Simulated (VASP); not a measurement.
**KNbO3: single point with PBE**

The system is KNbO3.

```xyz
5
Lattice="4.0130 0.0000 0.0000 0.0000 4.0130 0.0000 0.0000 0.0000 4.1103" Properties=species:S:1:pos:R:3 pbc="T T T"
K     2.0065    2.0065    2.0550
Nb    0.0000    0.0000    0.0613
O     2.0065    0.0000    4.0040
O     0.0000    2.0065    4.0040
O     0.0000    0.0000    1.9386
```

```
Program                : VASP 6.6.1
Task                   : single point
Functional             : PBE
Potentials or basis    : VASP PAW PBE potentials, release 64 (K_sv, Nb_sv, O)
Cutoff                 : 600 eV
k mesh                 : 4 × 4 × 4
Occupations            : gaussian, width 0.1 eV
Spin                   : no spin polarisation
Dipole correction      : no
Further INCAR settings : ALGO = Normal; EDIFF = 1e-06; NBANDS = 28
```

```
Pressure               : -0.6 GPa
Largest force          : 0.390 eV/Å
Band gap on the k mesh : 1.54 eV (least direct gap 2.39 eV)
```

Forces in eV/Å, atoms in the order of the input:
```
K    0.000  0.000 -0.014
Nb   0.000  0.000  0.324
O    0.000  0.000  0.040
O    0.000  0.000  0.040
O    0.000  0.000 -0.390
```

Stress tensor (GPa, compression positive):
```
-0.79  0.00  0.00
 0.00 -0.79  0.00
 0.00  0.00 -0.32
```

Levels at points of the mesh, in eV from the valence-band top:
```csv
k point,band 16,band 17,band 18,band 19,band 20,band 21,band 22,band 23,band 24,band 25
"(0.00, 0.00, 0.00)",-1.52,-1.17,-1.05,-0.85,-0.85,1.54,2.19,2.19,5.30,5.34
"(0.50, 0.00, 0.00)",-2.17,-2.04,-1.54,-1.51,-1.16,2.27,4.03,4.15,5.29,7.47
"(0.50, 0.50, 0.00)",-2.88,-1.66,-1.51,-1.51,-0.03,4.17,4.17,5.07,5.91,9.75
"(0.00, 0.00, 0.50)",-2.01,-2.01,-1.54,-0.84,-0.84,1.63,4.07,4.07,5.32,7.76
"(0.50, 0.00, 0.50)",-2.75,-1.49,-1.45,-1.44,-0.23,4.06,4.10,4.96,6.52,9.59
"(0.50, 0.50, 0.50)",-3.80,-3.80,-0.19,-0.19,0.00,5.05,5.05,5.12,8.49,8.77
```

Run time: 33 s on 1 thread of Intel(R) Xeon(R) Platinum 8259CL CPU @ 2.50GHz (Skylake/Cascade Lake) (shared host), peak memory 0.2 GiB.

A k mesh can miss the band edges.
